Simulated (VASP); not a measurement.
A run of VASP 6.6.1 is set up as follows.

File INCAR:

```
SYSTEM = MgB2
ALGO = Normal ; EDIFF = 1E-7
ENCUT = 520 ; GGA = PS
ISIF = 2 ; ISMEAR = -1
LASPH = .True. ; LCHARG = .False.
LREAL = .False. ; LWAVE = .False.
NBANDS = 11 ; NELM = 60
PREC = Accurate ; SIGMA = 0.05
```

Contents of KPOINTS:

```
k-points
0
Gamma
  10 10 8
  0 0 0
```

POSCAR

```
MgB2
1.0
    3.1455055572      0.0000000000      0.0000000000
   -1.5727527786      2.7240877203      0.0000000000
    0.0000000000      0.0000000000      3.5920959734
Mg B
1 2
Direct
    0.0000000000      0.0000000000      0.0000000000
    0.6666666667      0.3333333333      0.5000000000
    0.3333333333      0.6666666667      0.5000000000
```

Potentials or basis: VASP PAW PBE potentials, release 64 (Mg, B).

Launch:

```console
$ cat potpaw_PBE.64/Mg/POTCAR potpaw_PBE.64/B/POTCAR > POTCAR
$ mpirun -np 1 vasp_std > vasp.out
```

**Question.** Predict the pressure.

**Answer.** -10.7 GPa.

**Question.** What does it give for the band gap on the k mesh?

**Answer.** Zero (band 4 reaches 5.91 eV, above the bottom of band 5 at 3.52 eV).

Stress tensor (GPa, compression positive):
```
-11.59   0.00   0.00
  0.00 -11.59   0.00
  0.00   0.00  -8.79
```

Caveat: the PAW data sets were made with another functional, which shifts forces and pressure a little.
